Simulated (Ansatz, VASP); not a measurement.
C: VASP beside Ansatz

```
CELL_PARAMETERS angstrom
0.00000 1.76921 1.76921
1.76921 0.00000 1.76921
1.76921 1.76921 0.00000
ATOMIC_POSITIONS crystal
C 0.75000 0.75000 0.75000
C 0.50000 0.50000 0.50000
```

Alike in both runs: task single point; functional r2SCAN; k mesh 12 × 12 × 12; occupations gaussian, width 0.05 eV; no spin polarisation.

|  | VASP | Ansatz |
| --- | --- | --- |
| version | VASP 6.6.1 | Ansatz 0.2.0 |
| potentials or method | VASP PAW PBE potentials, release 64 (C), cutoff 660 eV | scalar-relativistic, plane waves, PAW |
| valence electrons in the cell | 8 | 8 |

```tsv
	VASP	Ansatz	Ansatz less VASP
gap on the k mesh at the Fermi level (eV)	4.40	4.43	+0.030
least direct gap on the mesh (eV)	5.90	5.95	+0.046
pressure (GPa)	8.8	8.6	-0.17
```

VASP's potentials were made for PBE, not for r2SCAN.
